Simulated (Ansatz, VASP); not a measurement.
# BaTiO3: VASP beside Ansatz

```
CELL_PARAMETERS angstrom
3.72890 -0.42193 0.02237
-0.28447 3.27547 3.11008
0.31643 -2.75371 2.58992
ATOMIC_POSITIONS crystal
Ba 0.00364 0.99727 0.99850
Ti 0.50025 0.51161 0.51018
O 0.99835 0.49282 0.49504
O 0.49991 0.50154 0.99454
O 0.49786 0.99299 0.49796
```

Alike in both runs: functional PBE; k mesh 7 × 6 × 7; occupations fermi-dirac, width 0.05 eV; no spin polarisation; Hubbard terms Ti d U = 2.0 eV.

```csv
,VASP,Ansatz
version,VASP 6.6.1,Ansatz 0.2.0
potentials or method,"VASP PAW PBE potentials, release 64 (Ba_sv, Ti_sv, O)",Ansatz PAW
plane-wave cutoff (eV),520,420
valence electrons in the cell,40,40
task,single point,band structure
```

VASP gave:

* gap on the k mesh at the Fermi level (eV): 0.69
* least direct gap on the mesh (eV): 0.80
* pressure (GPa): 21.8
* traceless stress, the component that is largest in VASP (GPa): 27.50
* rms of the force components (eV/Å): 0.281

Estimate Ansatz's values.

gap on the k mesh at the Fermi level (eV): 0.82; least direct gap on the mesh (eV): 0.90; pressure (GPa): 18.0; traceless stress, the component that is largest in VASP (GPa): 26.08; rms of the force components (eV/Å): 0.255.

The programs project onto different local orbitals, so the same U acts differently, and such runs can settle in different states. Atom by atom the forces differ by 0.064 eV/Å (rms over components).

Neither program's run includes spin-orbit coupling.
